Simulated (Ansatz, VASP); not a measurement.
**AlIn2N3 in VASP and in Ansatz**

```xyz
12
Lattice="5.0935 -2.9313 0.0000 5.0935 2.9313 0.0000 0.0000 0.0000 5.4450" Properties=species:S:1:pos:R:3 pbc="T T T"
Al    5.1399    1.0041    5.3325
Al    5.1399   -0.8636    2.6100
In    6.6510   -2.0543    5.4838
In    3.3506   -2.0543    5.4838
In    3.3506    1.7735    2.7613
In    6.6510    1.7735    2.7613
N     6.6847   -1.7993    2.0415
N     3.5950   -1.7993    2.0415
N     3.5950    1.9397    4.7640
N     6.6847    1.9397    4.7640
N     5.1399    0.8490    1.7890
N     5.1399   -0.7086    4.5116
```

Change from the starting cell: all In atoms moved 0.3 Å in one direction.

Alike in both runs: task single point; functional PBEsol; k mesh 6 × 6 × 6; occupations gaussian, width 0.05 eV; no spin polarisation.

|  | VASP | Ansatz |
| --- | --- | --- |
| version | VASP 6.6.1 | Ansatz 0.2.0 |
| potentials or method | VASP PAW PBE potentials, release 64 (Al, In_d, N), cutoff 520 eV | scalar-relativistic, plane waves, PAW |
| valence electrons in the cell | 88 | 88 |

```csv
,VASP,Ansatz,Ansatz less VASP
gap on the k mesh at the Fermi level (eV),0.90,0.90,-0.001
least direct gap on the mesh (eV),0.93,0.93,-0.002
pressure (GPa),4.4,4.3,-0.05
"traceless stress, the component that is largest in VASP (GPa)",6.94,6.92,-0.027
rms of the force components (eV/Å),1.162,1.162,+0.0001
```

VASP's potentials were made for PBE, not for PBEsol. Atom by atom the forces differ by 0.008 eV/Å (rms over components).
